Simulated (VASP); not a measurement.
# InSe in VASP: single point with PBE+D3(BJ)

Aim: the single point of InSe with PBE+D3(BJ).

Everything below comes from runs of VASP 6.6.1. Logs are shortened: lines on timing, memory, paths and dates and some standing lists are left out, and cuts for length are marked.

## Step 1: The cell of the first run

The cell holds a slab with vacuum, 8 atoms: a = 4.027 Å, b = 4.027 Å, c = 28.271 Å, α = 90.00°, β = 90.00°, γ = 120.00°.

## Step 2: Single point, PBE+D3(BJ) (layers slid over each other, then relaxed in part)

File INCAR:

```
PREC = Accurate ; ENCUT = 520
EDIFF = 1E-7 ; ISMEAR = 0
SIGMA = 0.05 ; LREAL = False
LASPH = True ; NELM = 60
ALGO = Normal ; ISIF = 2
LWAVE = False ; LCHARG = True
LDIPOL = True ; IDIPOL = 3
DIPOL = 0.5 0.5 0.412 ; GGA = PE
IVDW = 12 ; LELF = True
LVHAR = True ; LVACPOTAV = True
NBANDS = 48
```

File KPOINTS:

```
regular mesh
0
Gamma
  9 9 1
```

File POSCAR:

```
InSe
1.0
    4.0266404825      0.0000000000      0.0000000000
   -2.0133202413      3.4871729498      0.0000000000
    0.0000000000      0.0000000000     28.2710567674
Se In
4 4
Direct
    0.0000000000      0.0000000000      0.1591733920
    0.0000000000      0.0000000000      0.3495861787
    0.0000000000      0.2222222222      0.4748607734
    0.0000000000      0.2222222222      0.6652735414
    0.6666666667      0.3333333333      0.2049753953
    0.6666666667      0.3333333333      0.3038118723
    0.6666666667      0.5555555556      0.5206362534
    0.6666666667      0.5555555556      0.6194701347
```

Potentials or basis: VASP PAW PBE potentials, release 64 (Se, In_d).

Launch:

```
cat potpaw_PBE.64/Se/POTCAR potpaw_PBE.64/In_d/POTCAR > POTCAR
mpirun -np 1 vasp_std > vasp.out
```

OUTCAR:

```text
PREC = Accurate
   ENCUT = 520
   EDIFF = 1E-7
   ISMEAR = 0
   LREAL = False
   LASPH = True
   NELM = 60
   ISIF = 2
   GGA = PE
   IVDW = 12
 IVDW          = 12

 ion  position               nearest neighbor table
   1  0.000  0.000  0.159-   5 2.66   5 2.66   5 2.66
   2  0.000  0.000  0.350-   6 2.66   6 2.66   6 2.66
   3  0.000  0.222  0.475-   7 2.66   7 2.66   7 2.66
   4  0.000  0.222  0.665-   8 2.66   8 2.66   8 2.66
   5  0.667  0.333  0.205-   1 2.66   1 2.66   1 2.66   6 2.79
   6  0.667  0.333  0.304-   2 2.66   2 2.66   2 2.66   5 2.79
   7  0.667  0.556  0.521-   3 2.66   3 2.66   3 2.66   8 2.79
   8  0.667  0.556  0.619-   4 2.66   4 2.66   4 2.66   7 2.79

  LATTYP: Found a hexagonal cell.
 ALAT       =     4.0266404825
 C/A-ratio  =     7.0210034619

  Lattice vectors:

 A1 = (   4.0266404825,   0.0000000000,   0.0000000000)
 A2 = (  -2.0133202413,   3.4871729498,   0.0000000000)
 A3 = (   0.0000000000,   0.0000000000,  28.2710567674)

Analysis of symmetry for initial positions (statically):
=====================================================================
 Subroutine PRICEL returns:
 Original cell was already a primitive cell.

 Routine SETGRP: Setting up the symmetry group for a
 hexagonal supercell.

 Subroutine GETGRP returns: Found  2 space group operations
 (whereof  1 operations were pure point group operations)
 out of a pool of 24 trial point group operations.

The static configuration has the point symmetry C_1 .
 The point group associated with its full space group is C_2 .

Analysis of symmetry for dynamics (positions and initial velocities):
=====================================================================
 Subroutine PRICEL returns:
 Original cell was already a primitive cell.

 Routine SETGRP: Setting up the symmetry group for a
 hexagonal supercell.

 Subroutine GETGRP returns: Found  2 space group operations
 (whereof  1 operations were pure point group operations)
 out of a pool of 24 trial point group operations.

The dynamic configuration has the point symmetry C_1 .
 The point group associated with its full space group is C_2 .

 Subroutine INISYM returns: Found  2 space group operations
 (whereof  1 operations are pure point group operations),
 and found     1 'primitive' translations

----------------------------------------------------------------------------------------

                                     Primitive cell

  volume of cell :     396.9706

  direct lattice vectors                    reciprocal lattice vectors
     4.026640483  0.000000000  0.000000000     0.248345986  0.143382622  0.000000000
    -2.013320241  3.487172950  0.000000000     0.000000000  0.286765243  0.000000000
     0.000000000  0.000000000 28.271056767     0.000000000  0.000000000  0.035371865

  length of vectors
     4.026640483  4.026640483 28.271056767     0.286765243  0.286765243  0.035371865

  position of ions in fractional coordinates (direct lattice)
     0.000000000  0.000000000  0.159173392
     0.000000000  0.000000000  0.349586179
     0.000000000  0.222222222  0.474860773
     0.000000000  0.222222222  0.665273541
     0.666666667  0.333333333  0.204975395
     0.666666667  0.333333333  0.303811872
     0.666666667  0.555555556  0.520636253
     0.666666667  0.555555556  0.619470135

  ion indices of the primitive-cell ions
   primitive index   ion index
                 1           1
                 2           2
                 3           3
                 4           4
                 5           5
                 6           6
                 7           7
                 8           8

----------------------------------------------------------------------------------------

 KPOINTS: regular mesh

Automatic generation of k-mesh.
 Grid dimensions read from file:
 generate k-points for:    9    9    1

 Generating k-lattice:

  Cartesian coordinates                     Fractional coordinates (reciprocal lattice)
     0.027593998  0.015931402  0.000000000     0.111111111  0.000000000  0.000000000
     0.000000000  0.031862805  0.000000000     0.000000000  0.111111111  0.000000000
     0.000000000  0.000000000  0.035371865     0.000000000  0.000000000  1.000000000

  Length of vectors
     0.031862805  0.031862805  0.035371865

  Shift w.r.t. Gamma in fractional coordinates (k-lattice)
     0.000000000  0.000000000  0.000000000

 Subroutine IBZKPT returns following result:
 ===========================================

 Found     25 irreducible k-points:

 Following reciprocal coordinates:
            Coordinates               Weight
  0.000000  0.000000  0.000000      1.000000
  0.111111  0.000000  0.000000      2.000000
  0.000000  0.111111  0.000000      4.000000
  0.222222  0.000000  0.000000      2.000000
  0.000000  0.222222  0.000000      4.000000
  0.333333  0.000000  0.000000      2.000000
[... 16 lines left out ...]
 -0.222222 -0.444444  0.000000      4.000000
  0.444444  0.333333  0.000000      4.000000
   k-points           NKPTS =     25   k-points in BZ     NKDIM =     25   number of bands    NBANDS=     48
   number of dos      NEDOS =    301   number of ions     NIONS =      8
   total plane-waves  NPLWV = 189000
   dimension x,y,z NGX =    30 NGY =   30 NGZ =  210
   dimension x,y,z NGXF=    60 NGYF=   60 NGZF=  420
   ions per type =               4   4
   NGX,Y,Z   is equivalent  to a cutoff of  12.39, 12.39, 12.35 a.u.
   NGXF,Y,Z  is equivalent  to a cutoff of  24.77, 24.77, 24.70 a.u.
 SYSTEM =  unknown system
   PREC   = accura    normal or accurate (medium, high low for compatibility)
   ISTART =      0    job   : 0-new  1-cont  2-samecut
   ICHARG =      2    charge: 1-file 2-atom 10-const
   ISPIN  =      1    spin polarized calculation?
   LNONCOLLINEAR =      F non collinear calculations
   LSORBIT =      F    spin-orbit coupling
   LASPH  =      T    aspherical Exc in radial PAW
   ENCUT  =  520.0 eV  38.22 Ry    6.18 a.u.   7.49  7.49 52.57*2*pi/ulx,y,z
   NELM   =     60;   NELMIN=  2; NELMDL= -5     # of ELM steps
   EDIFF  = 0.1E-06   stopping-criterion for ELM
   LREAL  =      F    real-space projection
   EDIFFG = 0.1E-05   stopping-criterion for IOM
   NSW    =      0    number of steps for IOM
   IBRION =     -1    ionic relax: 0-MD 1-quasi-New 2-CG
   NFREE  =      0    steps in history (QN), initial steepest desc. (CG)
   ISIF   =      2    stress and relaxation
   ISYM   =      2    0-nonsym 1-usesym 2-fastsym
   POTIM  = 0.5000    time-step for ionic-motion
   TEBEG  =    0.0;   TEEND  =   0.0 temperature during run
   PSTRESS=    0.0 pullay stress
   NELECT =      76.0000    total number of electrons
   NUPDOWN=      -1.0000    fix difference up-down
   EMIN   =  10.00;   EMAX   =-10.00  energy-range for DOS
   EFERMI =   0.00;   METHOD = LEGACY
   ISMEAR =     0;   SIGMA  =   0.05  broadening in eV -4-tet -1-fermi 0-gaus
   EFERMI_NEDOS =   21; number of points for ismear=-14 and -15
   IALGO  =     38    algorithm
   IMIX   =      4    mixing-type and parameters
     AMIX     =   0.40;   BMIX     =  1.00
     AMIX_MAG =   1.60;   BMIX_MAG =  1.00
  volume/ion in A,a.u.               =      49.62       334.86
  Fermi-wavevector in a.u.,A,eV,Ry     =   0.943539  1.783030 12.112805  0.890266
  Thomas-Fermi vector in A             =   2.071256
   LORBIT       =      0    0 simple, 1 ext, 2 COOP (PROOUT), +10 PAW based schemes
   GGA     = PE    functional components
   LHFCALC =     F    Hartree Fock is set to
   AEXX    =    0.0000 exact exchange contribution
   IVDW    =    12    specifies the selected vdW correction
   LEPSILON=     F    determine dielectric tensor
   LRPA    =     F    only Hartree local field effects (RPA)
 non-spin polarized calculation
 Gauss-broadening in eV      SIGMA  =   0.05
  energy-cutoff  :      520.00
  volume of cell :      396.97
 maximum number of plane-waves:     10749
 NGX is ok and might be reduce to    30
   NGX = 15   NGY = 15   NGZ =105

 dipolmoment           0.000000      0.000000     -0.000010 electrons x Angstroem

 number of electron      76.0000000 magnetization

 dipolmoment           0.000000      0.000000      0.000032 electrons x Angstroem

 Free energy of the ion-electron system (eV)
  ---------------------------------------------------
  ext. energy  EPLUGINS =         0.00000000
  ---------------------------------------------------
  free energy    TOTEN  =       -28.37231437 eV

  energy without entropy =      -28.37231437  energy(sigma->0) =      -28.37231437

 E-fermi :   0.0250     XC(G=0):  -5.6762

 val. band max:       -0.2048779940   @ k =   0.1111   0.0000   0.0000
 cond. band min:       0.9486026011   @ k =   0.0000   0.0000   0.0000
 fundamental gap:      1.1534805951
 Fermi energy:         0.0249631138

 k-point     1 :       0.0000    0.0000    0.0000
  band No.  band energies     occupation
      1     -14.5165      2.00000
      2     -14.5152      2.00000
      3     -14.3335      2.00000
      4     -14.3327      2.00000
      5     -14.3322      2.00000
      6     -14.3314      2.00000
[... 40 lines left out ...]
     47       5.0381      0.00000
     48       5.2196      0.00000

 k-point     2 :       0.1111    0.0000    0.0000
  band No.  band energies     occupation
      1     -14.5160      2.00000
      2     -14.5146      2.00000
      3     -14.3736      2.00000
      4     -14.3715      2.00000
      5     -14.3312      2.00000
      6     -14.3299      2.00000
[... 40 lines left out ...]
     47       5.0916      0.00000
     48       5.2079      0.00000

 k-point     3 :       0.0000    0.1111    0.0000
  band No.  band energies     occupation
      1     -14.5160      2.00000
      2     -14.5146      2.00000
      3     -14.3737      2.00000
      4     -14.3712      2.00000
      5     -14.3310      2.00000
      6     -14.3304      2.00000
[... 1060 lines left out ...]
     47       5.2502      0.00000
     48       5.3617      0.00000

 k-point    24 :       0.4444    0.3333    0.0000
  band No.  band energies     occupation
      1     -14.6250      2.00000
      2     -14.6193      2.00000
      3     -14.5241      2.00000
      4     -14.5199      2.00000
      5     -14.4594      2.00000
      6     -14.4579      2.00000
[... 40 lines left out ...]
     47       5.2468      0.00000
     48       5.3597      0.00000

 [... further k-points ...]

------------------------ aborting loop because EDIFF is reached ----------------------------------------

 Edisp (eV)   -1.98903

 E8    (eV) :    -0.9322

  FORCE on cell =-STRESS in cart. coord.  units (eV):
  Direction    XX          YY          ZZ          XY          YZ          ZX
  --------------------------------------------------------------------------------------
  -------------------------------------------------------------------------------------
  Total      -0.03815    -0.00964     0.03050    -0.02469     0.15748    -0.09092
  in kB      -0.15396    -0.03889     0.12309    -0.09965     0.63558    -0.36695
  external pressure =       -0.02 kB  Pullay stress =        0.00 kB

 VOLUME and BASIS-vectors are now :
 -----------------------------------------------------------------------------
  energy-cutoff  :      520.00
  volume of cell :      396.97
      direct lattice vectors                 reciprocal lattice vectors
     4.026640483  0.000000000  0.000000000     0.248345986  0.143382622  0.000000000
    -2.013320241  3.487172950  0.000000000     0.000000000  0.286765243  0.000000000
     0.000000000  0.000000000 28.271056767     0.000000000  0.000000000  0.035371865

 POSITION                                       TOTAL-FORCE (eV/Angst)
 -----------------------------------------------------------------------------------
      0.00000      0.00000      4.50000         0.000265     -0.001031     -0.015133
      0.00000      0.00000      9.88317         0.019914     -0.038696      0.016062
     -0.44740      0.77493     13.42482        -0.023555      0.036594     -0.016062
     -0.44740      0.77493     18.80799        -0.000760      0.000745      0.015133
      2.01332      1.16239      5.79487         0.001112     -0.003027      0.012706
      2.01332      1.16239      8.58908         0.000680      0.004699     -0.014141
      1.56592      1.93732     14.71894         0.004409     -0.001760      0.014141
      1.56592      1.93732     17.51308        -0.002066      0.002476     -0.012706
 -----------------------------------------------------------------------------------
    total drift:                                0.000137     -0.000101      0.004099

  FREE ENERGIE OF THE ION-ELECTRON SYSTEM (eV)
  ---------------------------------------------------
  free  energy   TOTEN  =       -30.3613450233 eV

  energy  without entropy=      -30.3613450233  energy(sigma->0) =      -30.36134502

 vacuum level on the upper side and lower side of the slab         5.498         5.497
```

Run time: 18 min. Hardware: 1 thread of Intel Xeon Platinum 8488C (Sapphire Rapids), shared host; peak memory 0.64 GiB.

Results:

```yaml
Free_energy: -30.3613 eV
Largest_force: 0.046 eV/Å
Band_gap_on_the_k_mesh: 1.15 eV (least direct gap 1.20 eV)
Dispersion_energy_per_atom: -0.249 eV
```

Forces on the atoms (eV/Å):
```
Se   0.000 -0.001 -0.015
Se   0.020 -0.039  0.016
Se  -0.024  0.037 -0.016
Se  -0.001  0.001  0.015
In   0.001 -0.003  0.013
In   0.001  0.005 -0.014
In   0.004 -0.002  0.014
In  -0.002  0.002 -0.013
```

Caveat: the cell differs from its parent crystal (layers slid over each other, then relaxed in part); spin-orbit coupling is left out, which moves the levels of the heavy elements.
